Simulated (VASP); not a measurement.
# Sc (R-3m) in VASP: single point with PBEsol+D3(BJ)

Aim: the single point of Sc with PBEsol+D3(BJ).

Everything below comes from runs of VASP 6.6.1. Logs are shortened: lines on timing, memory, paths and dates and some standing lists are left out, and cuts for length are marked.

**1. The cell of the first run**

The structure is trigonal, space group R-3m (No. 166). The conventional cell has a = 3.243 Å, b = 3.243 Å, c = 15.870 Å, α = 90.00°, β = 90.00°, γ = 120.00°. Within 4.1 Å of Sc (site symmetry 3m) lie 12 Sc at 3.15 to 3.33 Å.

**2. Single point, PBEsol+D3(BJ)**

INCAR

```
ALGO = Normal
EDIFF = 1E-6
ENCUT = 500
GGA = PS
GGA_COMPAT = F
ISIF = 2
ISMEAR = 1
IVDW = 12
LASPH = T
LCHARG = T
LELF = T
LREAL = F
LVHAR = T
LWAVE = F
NBANDS = 18
NELM = 120
PREC = Accurate
SIGMA = 0.15
```

KPOINTS

```
k-points
0
Gamma
  6 6 6
```

POSCAR

```
Sc
1.0
    1.6213900000      0.9361100000      5.2900600000
   -1.6213900000      0.9361100000      5.2900600000
    0.0000000000     -1.8722200000      5.2900600000
Sc
2
Direct
    0.2464100000      0.2464100000      0.2464100000
    0.7535900000      0.7535900000      0.7535900000
```

Potentials or basis: VASP PAW PBE potentials, release 64 (Sc_sv).

Command:

```bash
$ cat potpaw_PBE.64/Sc_sv/POTCAR > POTCAR
$ mpirun -np 1 vasp_std > vasp.out
```

OUTCAR:

```text
EDIFF = 1E-6
   ENCUT = 500
   GGA = PS
   ISIF = 2
   ISMEAR = 1
   IVDW = 12
   LASPH = T
   LREAL = F
   NELM = 120
   PREC = Accurate
 IVDW          = 12

 ion  position               nearest neighbor table
   1  0.246  0.246  0.246-   2 3.15   2 3.15   2 3.15   2 3.33   2 3.33   2 3.33
   2  0.754  0.754  0.754-   1 3.15   1 3.15   1 3.15   1 3.33   1 3.33   1 3.33

  LATTYP: Found a trigonal (rhomboedric) cell.
 ALAT       =     5.6115899946
 COS(alpha) =     0.8330320394

  Lattice vectors:

 A1 = (   1.6213900000,   0.9361100000,   5.2900600000)
 A2 = (  -1.6213900000,   0.9361100000,   5.2900600000)
 A3 = (   0.0000000000,  -1.8722200000,   5.2900600000)

Analysis of symmetry for initial positions (statically):
=====================================================================
 Subroutine PRICEL returns:
 Original cell was already a primitive cell.

 Routine SETGRP: Setting up the symmetry group for a
 trigonal (rhombohedral) supercell.

 Subroutine GETGRP returns: Found 12 space group operations
 (whereof 12 operations were pure point group operations)
 out of a pool of 12 trial point group operations.

The static configuration has the point symmetry D_3d.

Analysis of symmetry for dynamics (positions and initial velocities):
=====================================================================
 Subroutine PRICEL returns:
 Original cell was already a primitive cell.

 Routine SETGRP: Setting up the symmetry group for a
 trigonal (rhombohedral) supercell.

 Subroutine GETGRP returns: Found 12 space group operations
 (whereof 12 operations were pure point group operations)
 out of a pool of 12 trial point group operations.

The dynamic configuration has the point symmetry D_3d.

 Subroutine INISYM returns: Found 12 space group operations
 (whereof 12 operations are pure point group operations),
 and found     1 'primitive' translations

----------------------------------------------------------------------------------------

                                     Primitive cell

  volume of cell :      48.1755

  direct lattice vectors                    reciprocal lattice vectors
     1.621390000  0.936110000  5.290060000     0.308377380  0.178041754  0.063011258
    -1.621390000  0.936110000  5.290060000    -0.308377380  0.178041754  0.063011258
     0.000000000 -1.872220000  5.290060000     0.000000000 -0.356083509  0.063011258

  length of vectors
[... 81 lines left out ...]
   NELM   =    120;   NELMIN=  2; NELMDL= -5     # of ELM steps
   EDIFF  = 0.1E-05   stopping-criterion for ELM
   LREAL  =      F    real-space projection
   EDIFFG = 0.1E-04   stopping-criterion for IOM
   NSW    =      0    number of steps for IOM
   IBRION =     -1    ionic relax: 0-MD 1-quasi-New 2-CG
   NFREE  =      0    steps in history (QN), initial steepest desc. (CG)
   ISIF   =      2    stress and relaxation
   ISYM   =      2    0-nonsym 1-usesym 2-fastsym
   POTIM  = 0.5000    time-step for ionic-motion
   TEBEG  =    0.0;   TEEND  =   0.0 temperature during run
   PSTRESS=    0.0 pullay stress
   NELECT =      22.0000    total number of electrons
   NUPDOWN=      -1.0000    fix difference up-down
   EMIN   =  10.00;   EMAX   =-10.00  energy-range for DOS
   EFERMI =   0.00;   METHOD = LEGACY
   ISMEAR =     1;   SIGMA  =   0.15  broadening in eV -4-tet -1-fermi 0-gaus
   EFERMI_NEDOS =   21; number of points for ismear=-14 and -15
   IALGO  =     38    algorithm
   IMIX   =      4    mixing-type and parameters
     AMIX     =   0.40;   BMIX     =  1.00
     AMIX_MAG =   1.60;   BMIX_MAG =  1.00
  volume/ion in A,a.u.               =      24.09       162.55
  Fermi-wavevector in a.u.,A,eV,Ry     =   1.260686  2.382351 21.624142  1.589330
  Thomas-Fermi vector in A             =   2.394183
   LORBIT       =      0    0 simple, 1 ext, 2 COOP (PROOUT), +10 PAW based schemes
   GGA     = PS    functional components
   LHFCALC =     F    Hartree Fock is set to
   AEXX    =    0.0000 exact exchange contribution
   IVDW    =    12    specifies the selected vdW correction
   LEPSILON=     F    determine dielectric tensor
   LRPA    =     F    only Hartree local field effects (RPA)
 non-spin polarized calculation
 Methfessel and Paxton  Order N= 1 SIGMA  =   0.15
  energy-cutoff  :      500.00
  volume of cell :       48.18
 maximum number of plane-waves:      1234
 NGX is ok and might be reduce to    42
   NGX = 21   NGY = 21   NGZ = 21

 number of electron      22.0000003 magnetization

 Free energy of the ion-electron system (eV)
  ---------------------------------------------------
  ext. energy  EPLUGINS =         0.00000000
  ---------------------------------------------------
  free energy    TOTEN  =       -13.10078391 eV

  energy without entropy =      -13.09794600  energy(sigma->0) =      -13.09983794

 E-fermi :   3.7528     XC(G=0): -10.0776

 val. band max:        3.6988013858   @ k =   0.1667  -0.0000  -0.0000
 cond. band min:       3.7737210314   @ k =   0.5000   0.3333   0.1667
 fundamental gap:      0.0749196456
 Fermi energy:         3.7528281151

 k-point     1 :       0.0000    0.0000    0.0000
  band No.  band energies     occupation
      1     -45.3892      2.00000
      2     -45.3180      2.00000
      3     -24.3121      2.00000
      4     -23.9384      2.00000
      5     -23.9384      2.00000
      6     -23.8777      2.00000
[... 481 lines left out ...]
      5     -24.0677      2.00000
      6     -24.0082      2.00000
[... 10 lines left out ...]
     17       7.7743      0.00000
     18       7.8536      0.00000

 [... further k-points ...]

------------------------ aborting loop because EDIFF is reached ----------------------------------------

 Edisp (eV)   -0.81599

 E8    (eV) :    -0.5799

  FORCE on cell =-STRESS in cart. coord.  units (eV):
  Direction    XX          YY          ZZ          XY          YZ          ZX
  --------------------------------------------------------------------------------------
  -------------------------------------------------------------------------------------
  Total      -1.19427    -1.19427    -0.92596     0.00000     0.00000     0.00000
  in kB     -39.71808   -39.71809   -30.79462     0.00000     0.00000     0.00000
  external pressure =      -36.74 kB  Pullay stress =        0.00 kB

 VOLUME and BASIS-vectors are now :
 -----------------------------------------------------------------------------
  energy-cutoff  :      500.00
  volume of cell :       48.18
      direct lattice vectors                 reciprocal lattice vectors
     1.621390000  0.936110000  5.290060000     0.308377380  0.178041754  0.063011258
    -1.621390000  0.936110000  5.290060000    -0.308377380  0.178041754  0.063011258
     0.000000000 -1.872220000  5.290060000     0.000000000 -0.356083509  0.063011258

 POSITION                                       TOTAL-FORCE (eV/Angst)
 -----------------------------------------------------------------------------------
      0.00000      0.00000      3.91057         0.000000     -0.000000      0.384294
      0.00000      0.00000     11.95961         0.000000      0.000000     -0.384294
 -----------------------------------------------------------------------------------
    total drift:                                0.000000      0.000000     -0.000000

  FREE ENERGIE OF THE ION-ELECTRON SYSTEM (eV)
  ---------------------------------------------------
  free  energy   TOTEN  =       -13.9167743799 eV

  energy  without entropy=      -13.9139364751  energy(sigma->0) =      -13.91582841
```

Run time: 2.1 min. Hardware: 1 thread of Intel Xeon 8259CL, shared host; peak memory 0.26 GiB.

What came out:

```yaml
Free_energy: -13.9168 eV
Pressure: -3.7 GPa
Largest_force: 0.384 eV/Å
Band_gap_on_the_k_mesh: zero (band 11 reaches 4.26 eV, above the bottom of band 12 at 3.49 eV)
Dispersion_energy_per_atom: -0.408 eV
```

Forces on the atoms (eV/Å):
```
Sc   0.000  0.000  0.384
Sc   0.000  0.000 -0.384
```

Stress tensor (GPa, compression positive):
```
-3.97  0.00  0.00
 0.00 -3.97  0.00
 0.00  0.00 -3.08
```

Levels at points of the mesh, in eV from the Fermi level:
```csv
k point,band 9,band 10,band 11,band 12,band 13,band 14
"(0.00, 0.00, 0.00)",-5.22,-1.79,0.29,1.50,1.50,1.61
"(0.50, 0.00, 0.00)",-1.25,-1.20,-0.28,-0.24,0.75,1.06
"(0.50, 0.50, 0.00)",-1.79,-1.56,-0.65,0.30,1.50,1.51
"(0.50, 0.50, 0.50)",-3.79,-3.70,0.50,1.06,1.79,1.79
```

Caveat: the k points lie up to 0.38 Å⁻¹ apart; the PAW data sets were made with another functional, which shifts forces and pressure a little; pairwise dispersion overbinds metals, which lowers pressure and volume.
